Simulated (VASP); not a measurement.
# Al in VASP: notebook

Runs on Al. Level: PBE. Tasks: single point.

Everything below comes from runs of VASP 6.6.1. Logs are shortened: lines on timing, memory, paths and dates and some standing lists are left out, and cuts for length are marked.

**1. The cell of the first run**

It takes space group P6_3/mmc (No. 194, hexagonal). The conventional cell has a = 2.664 Å, b = 2.664 Å, c = 4.610 Å, α = 90.00°, β = 90.00°, γ = 120.00°. Al (site symmetry -6m2) has 12 Al at 2.66 to 2.77 Å within 3.5 Å.

**2. Single point, PBE**

Contents of INCAR:

```
SYSTEM = Al
ALGO = Normal
EDIFF = 1E-6
ENCUT = 520
GGA = PE
ISIF = 2
ISMEAR = 0
LASPH = .True.
LCHARG = .False.
LREAL = .False.
LWAVE = .False.
NBANDS = 10
NELM = 100
PREC = Accurate
SIGMA = 0.05
```

Contents of KPOINTS:

```
k-points
0
Gamma
  15 15 8
  0 0 0
```

Contents of POSCAR:

```
Al
1.0
    2.6641496230      0.0000000000      0.0000000000
   -1.3320748114      2.3072212530      0.0000000000
    0.0000000000      0.0000000000      4.6102124201
Al
2
Direct
    0.6666666700      0.3333333300      0.7500000000
    0.3333333300      0.6666666700      0.2500000000
```

Potentials or basis: VASP PAW PBE potentials, release 64 (Al).

Started as:

```console
$ cat potpaw_PBE.64/Al/POTCAR > POTCAR
$ mpirun -np 1 vasp_std > vasp.out
```

OUTCAR:

```text
SYSTEM = Al
   EDIFF = 1E-6
   ENCUT = 520
   GGA = PE
   ISIF = 2
   ISMEAR = 0
   LASPH = .True.
   LREAL = .False.
   NELM = 100
   PREC = Accurate

 ion  position               nearest neighbor table
   1  0.667  0.333  0.750-   2 2.77   2 2.77   2 2.77   2 2.77   2 2.77   2 2.77
   2  0.333  0.667  0.250-   1 2.77   1 2.77   1 2.77   1 2.77   1 2.77   1 2.77

  LATTYP: Found a hexagonal cell.
 ALAT       =     2.6641496230
 C/A-ratio  =     1.7304630267

  Lattice vectors:

 A1 = (   2.6641496230,   0.0000000000,   0.0000000000)
 A2 = (  -1.3320748114,   2.3072212530,   0.0000000000)
 A3 = (   0.0000000000,   0.0000000000,   4.6102124201)

Analysis of symmetry for initial positions (statically):
=====================================================================
 Subroutine PRICEL returns:
 Original cell was already a primitive cell.

 Routine SETGRP: Setting up the symmetry group for a
 hexagonal supercell.

 Subroutine GETGRP returns: Found 24 space group operations
 (whereof 12 operations were pure point group operations)
 out of a pool of 24 trial point group operations.

The static configuration has the point symmetry D_3d.
 The point group associated with its full space group is D_6h.

Analysis of symmetry for dynamics (positions and initial velocities):
=====================================================================
 Subroutine PRICEL returns:
 Original cell was already a primitive cell.

 Routine SETGRP: Setting up the symmetry group for a
 hexagonal supercell.

 Subroutine GETGRP returns: Found 24 space group operations
 (whereof 12 operations were pure point group operations)
 out of a pool of 24 trial point group operations.

The dynamic configuration has the point symmetry D_3d.
 The point group associated with its full space group is D_6h.

 Subroutine INISYM returns: Found 24 space group operations
 (whereof 12 operations are pure point group operations),
 and found     1 'primitive' translations

----------------------------------------------------------------------------------------

                                     Primitive cell

  volume of cell :      28.3380

  direct lattice vectors                    reciprocal lattice vectors
     2.664149623  0.000000000  0.000000000     0.375354294  0.216710902  0.000000000
    -1.332074811  2.307221253  0.000000000     0.000000000  0.433421805  0.000000000
     0.000000000  0.000000000  4.610212420     0.000000000  0.000000000  0.216909745

  length of vectors
     2.664149623  2.664149623  4.610212420     0.433421805  0.433421805  0.216909745

  position of ions in fractional coordinates (direct lattice)
     0.666666670  0.333333330  0.750000000
     0.333333330  0.666666670  0.250000000

  ion indices of the primitive-cell ions
   primitive index   ion index
                 1           1
                 2           2

----------------------------------------------------------------------------------------

 KPOINTS: k-points

Automatic generation of k-mesh.
 Grid dimensions read from file:
 generate k-points for:   15   15    8

 Generating k-lattice:

  Cartesian coordinates                     Fractional coordinates (reciprocal lattice)
     0.025023620  0.014447393  0.000000000     0.066666667  0.000000000  0.000000000
     0.000000000  0.028894787  0.000000000     0.000000000  0.066666667  0.000000000
     0.000000000  0.000000000  0.027113718     0.000000000  0.000000000  0.125000000

  Length of vectors
     0.028894787  0.028894787  0.027113718

  Shift w.r.t. Gamma in fractional coordinates (k-lattice)
     0.000000000  0.000000000  0.000000000

 Subroutine IBZKPT returns following result:
 ===========================================

 Found    135 irreducible k-points:

 Following reciprocal coordinates:
            Coordinates               Weight
  0.000000  0.000000  0.000000      1.000000
  0.066667  0.000000  0.000000      6.000000
  0.133333  0.000000  0.000000      6.000000
  0.200000  0.000000  0.000000      6.000000
  0.266667  0.000000  0.000000      6.000000
  0.333333  0.000000  0.000000      6.000000
[... 16 lines left out ...]
  0.333333  0.200000  0.000000     12.000000
  0.400000  0.200000  0.000000      6.000000
 [... further k-points ...]
   k-points           NKPTS =    135   k-points in BZ     NKDIM =    135   number of bands    NBANDS=     10
   number of dos      NEDOS =    301   number of ions     NIONS =      2
   total plane-waves  NPLWV =  14400
   dimension x,y,z NGX =    20 NGY =   20 NGZ =   36
   dimension x,y,z NGXF=    40 NGYF=   40 NGZF=   72
   ions per type =               2
   NGX,Y,Z   is equivalent  to a cutoff of  12.48, 12.48, 12.98 a.u.
   NGXF,Y,Z  is equivalent  to a cutoff of  24.96, 24.96, 25.96 a.u.
 SYSTEM =  Al
   PREC   = accura    normal or accurate (medium, high low for compatibility)
   ISTART =      0    job   : 0-new  1-cont  2-samecut
   ICHARG =      2    charge: 1-file 2-atom 10-const
   ISPIN  =      1    spin polarized calculation?
   LNONCOLLINEAR =      F non collinear calculations
   LSORBIT =      F    spin-orbit coupling
   LASPH  =      T    aspherical Exc in radial PAW
   ENCUT  =  520.0 eV  38.22 Ry    6.18 a.u.   4.95  4.95  8.57*2*pi/ulx,y,z
   NELM   =    100;   NELMIN=  2; NELMDL= -5     # of ELM steps
   EDIFF  = 0.1E-05   stopping-criterion for ELM
   LREAL  =      F    real-space projection
   EDIFFG = 0.1E-04   stopping-criterion for IOM
   NSW    =      0    number of steps for IOM
   IBRION =     -1    ionic relax: 0-MD 1-quasi-New 2-CG
   NFREE  =      0    steps in history (QN), initial steepest desc. (CG)
   ISIF   =      2    stress and relaxation
   ISYM   =      2    0-nonsym 1-usesym 2-fastsym
   POTIM  = 0.5000    time-step for ionic-motion
   TEBEG  =    0.0;   TEEND  =   0.0 temperature during run
   PSTRESS=    0.0 pullay stress
   NELECT =       6.0000    total number of electrons
   NUPDOWN=      -1.0000    fix difference up-down
   EMIN   =  10.00;   EMAX   =-10.00  energy-range for DOS
   EFERMI =   0.00;   METHOD = LEGACY
   ISMEAR =     0;   SIGMA  =   0.05  broadening in eV -4-tet -1-fermi 0-gaus
   EFERMI_NEDOS =   21; number of points for ismear=-14 and -15
   IALGO  =     38    algorithm
   IMIX   =      4    mixing-type and parameters
     AMIX     =   0.40;   BMIX     =  1.00
     AMIX_MAG =   1.60;   BMIX_MAG =  1.00
  volume/ion in A,a.u.               =      14.17        95.62
  Fermi-wavevector in a.u.,A,eV,Ry     =   0.975743  1.843888 12.953771  0.952075
  Thomas-Fermi vector in A             =   2.106307
   LORBIT       =      0    0 simple, 1 ext, 2 COOP (PROOUT), +10 PAW based schemes
   GGA     = PE    functional components
   LHFCALC =     F    Hartree Fock is set to
   AEXX    =    0.0000 exact exchange contribution
   IVDW    =     0    specifies the selected vdW correction
   LEPSILON=     F    determine dielectric tensor
   LRPA    =     F    only Hartree local field effects (RPA)
 non-spin polarized calculation
 Gauss-broadening in eV      SIGMA  =   0.05
  energy-cutoff  :      520.00
  volume of cell :       28.34
 maximum number of plane-waves:       783
 NGX is ok and might be reduce to    20
   NGX =  9   NGY =  9   NGZ = 17

 number of electron       6.0000000 magnetization

 Free energy of the ion-electron system (eV)
  ---------------------------------------------------
  ext. energy  EPLUGINS =         0.00000000
  ---------------------------------------------------
  free energy    TOTEN  =        -7.18195104 eV

  energy without entropy =       -7.18109294  energy(sigma->0) =       -7.18152199

 E-fermi :   9.7905     XC(G=0): -10.7608

 val. band max:        9.7088480344   @ k =   0.3333   0.2000   0.0000
 cond. band min:       9.8069760149   @ k =   0.3333   0.3333   0.2500
 fundamental gap:      0.0981279805
 Fermi energy:         9.7904660073

 k-point     1 :       0.0000    0.0000    0.0000
  band No.  band energies     occupation
      1      -2.5491      2.00000
      2       4.1326      2.00000
      3       4.3367      2.00000
      4      21.6047      0.00000
      5      22.3301      0.00000
      6      22.3301      0.00000
      7      22.5977      0.00000
      8      22.5977      0.00000
      9      23.9133      0.00000
     10      26.1412      0.00000

 k-point     2 :       0.0667    0.0000    0.0000
  band No.  band energies     occupation
      1      -2.4257      2.00000
      2       4.2463      2.00000
      3       4.4560      2.00000
      4      19.9017      0.00000
      5      21.0708      0.00000
      6      21.6330      0.00000
      7      22.8647      0.00000
      8      23.9654      0.00000
      9      24.0036      0.00000
     10      26.0716      0.00000

 k-point     3 :       0.1333    0.0000    0.0000
  band No.  band energies     occupation
      1      -2.0563      2.00000
      2       4.5878      2.00000
      3       4.8111      2.00000
      4      17.1398      0.00000
      5      19.8711      0.00000
      6      20.6840      0.00000
      7      22.3214      0.00000
      8      23.3180      0.00000
      9      24.3118      0.00000
     10      24.7488      0.00000

 k-point     4 :       0.2000    0.0000    0.0000
  band No.  band energies     occupation
      1      -1.4433      2.00000
      2       5.1572      2.00000
      3       5.3927      2.00000
      4      14.4314      0.00000
      5      18.8677      0.00000
      6      19.1540      0.00000
      7      20.5897      0.00000
      8      21.4039      0.00000
      9      24.1303      0.00000
     10      24.4527      0.00000

 k-point     5 :       0.2667    0.0000    0.0000
  band No.  band energies     occupation
      1      -0.5905      2.00000
      2       5.9551      2.00000
      3       6.1758      2.00000
      4      11.9043      0.00000
      5      17.3412      0.00000
      6      17.9991      0.00000
      7      18.0652      0.00000
      8      20.3658      0.00000
      9      23.8463      0.00000
     10      23.8676      0.00000

 k-point     6 :       0.3333    0.0000    0.0000
  band No.  band energies     occupation
      1       0.4964      2.00000
      2       6.9814      2.00000
      3       7.0418      2.00000
      4       9.6959      1.99252
      5      15.4430      0.00000
      6      15.6072      0.00000
      7      17.4641      0.00000
      8      19.5443      0.00000
      9      23.1411      0.00000
     10      23.3817      0.00000
[... 183 lines left out ...]
 k-point    21 :       0.2000    0.2000    0.0000
  band No.  band energies     occupation
      1       0.7366      2.00000
      2       7.2097      2.00000
      3       7.3134      2.00000
      4      11.0709      0.00000
      5      11.8374      0.00000
      6      17.0710      0.00000
      7      17.5920      0.00000
      8      18.1451      0.00000
      9      18.8086      0.00000
     10      25.1187      0.00000

 k-point    22 :       0.2667    0.2000    0.0000
  band No.  band energies     occupation
      1       1.9289      2.00000
      2       7.9243      2.00000
      3       8.3495      2.00000
      4       9.4368      2.00000
      5      11.1000      0.00000
      6      15.1759      0.00000
      7      15.9824      0.00000
      8      17.1760      0.00000
      9      17.9644      0.00000
     10      25.5746      0.00000

 k-point    23 :       0.3333    0.2000    0.0000
  band No.  band energies     occupation
      1       3.3401      2.00000
      2       6.7101      2.00000
      3       9.4737      2.00000
      4       9.7088      1.97903
      5      10.9932      0.00000
      6      13.1884      0.00000
      7      14.4082      0.00000
      8      16.7640      0.00000
      9      17.5784      0.00000
     10      25.5265      0.00000

 k-point    24 :       0.4000    0.2000    0.0000
  band No.  band energies     occupation
      1       4.8965      2.00000
      2       5.0122      2.00000
      3       9.6910      1.99511
      4      11.0206      0.00000
      5      11.2289      0.00000
      6      11.6580      0.00000
      7      13.6037      0.00000
      8      16.6353      0.00000
      9      17.4576      0.00000
     10      25.4808      0.00000

 [... further k-points ...]
[... 5 lines left out ...]
  --------------------------------------------------------------------------------------
  -------------------------------------------------------------------------------------
  Total        3.5974566      3.5974566      2.1140828      0.0000000     -0.0000000     -0.0000000
  in kB      203.3936306    203.3936306    119.5263835      0.0000000     -0.0000000     -0.0000000
  external PRESSURE =     175.4378816 kB  Pullay stress =       0.0000000 kB

 VOLUME and BASIS-vectors are now :
 -----------------------------------------------------------------------------
  energy-cutoff  :      520.00
  volume of cell :       28.34
      direct lattice vectors                 reciprocal lattice vectors
     2.664149623  0.000000000  0.000000000     0.375354294  0.216710902  0.000000000
    -1.332074811  2.307221253  0.000000000     0.000000000  0.433421805  0.000000000
     0.000000000  0.000000000  4.610212420     0.000000000  0.000000000  0.216909745

 POSITION                                       TOTAL-FORCE (eV/Angst)
 -----------------------------------------------------------------------------------
      1.33207      0.76907      3.45766         0.000000     -0.000000      0.000000
     -0.00000      1.53815      1.15255        -0.000000      0.000000      0.000000
 -----------------------------------------------------------------------------------
    total drift:                                0.000000     -0.000000     -0.000000

  FREE ENERGIE OF THE ION-ELECTRON SYSTEM (eV)
  ---------------------------------------------------
  free  energy   TOTEN  =        -7.1819510393 eV

  energy  without entropy=       -7.1810929388  energy(sigma->0) =       -7.18152199
```

Wall time 11 s (1 thread of Intel Xeon 6975P-C (Granite Rapids), shared host); peak memory 0.15 GiB.

Results:

| Property | Result |
| --- | --- |
| Free energy | -7.1820 eV |
| Pressure | 17.5 GPa |
| Band gap on the k mesh | zero (band 3 reaches 13.40 eV, above the bottom of band 4 at 6.52 eV) |

**3. Single point, PBE**

This run uses another cell than the first one, of 16.67 Å³/atom, 1.176 times its volume.

Contents of INCAR:

```
PREC     = Accurate       # precision mode
ENCUT    = 520            # plane-wave cutoff, eV
EDIFF    = 1E-6           # SCF threshold, eV
ISMEAR   = 0              # smearing method
SIGMA    = 0.05           # smearing width, eV
LREAL    = False          # projectors in reciprocal space
LASPH    = True           # aspherical terms in the spheres
NELM     = 100            # most SCF steps
ALGO     = Normal         # electronic algorithm
ISIF     = 2              # what is computed and relaxed
LWAVE    = False          # write WAVECAR
LCHARG   = False          # write CHGCAR
GGA      = PE             # functional
NBANDS   = 10             # bands
```

Contents of KPOINTS:

```
Automatic mesh
0
Gamma
  15 15 8
```

Contents of POSCAR:

```
Al
1.0
    2.8124553515      0.0000000000      0.0000000000
   -1.4062276757      2.4356577814      0.0000000000
    0.0000000000      0.0000000000      4.8668500000
Al
2
Direct
    0.6666666700      0.3333333300      0.7500000000
    0.3333333300      0.6666666700      0.2500000000
```

Potentials or basis: VASP PAW PBE potentials, release 64 (Al).

Started as:

```console
$ cat potpaw_PBE.64/Al/POTCAR > POTCAR
$ mpirun -np 1 vasp_std > vasp.out
```

Wall time 12 s (1 thread of Intel Xeon 6975P-C (Granite Rapids), shared host); peak memory 0.16 GiB.

The run converged. Its results:

```yaml
Free_energy: -7.4226 eV
Pressure: 0.3 GPa
Band_gap_on_the_k_mesh: zero (band 3 reaches 11.33 eV, above the bottom of band 4 at 4.89 eV)
```

Stress tensor (GPa, compression positive):
```
 1.32  0.00  0.00
 0.00  1.32  0.00
 0.00  0.00 -1.82
```

Levels at points of the mesh, in eV from the Fermi level:
| k point | band 1 | band 2 | band 3 | band 4 | band 5 | band 6 | band 7 | band 8 |
| --- | --- | --- | --- | --- | --- | --- | --- | --- |
| (0.00, 0.00, 0.00) | -11.11 | -5.11 | -4.88 | 11.11 | 11.39 | 11.39 | 11.61 | 11.61 |
| (0.00, 0.00, 0.50) | -9.56 | -9.56 | 2.34 | 2.34 | 12.43 | 12.43 | 12.43 | 12.43 |

(Part 1 of 2 ends here.)
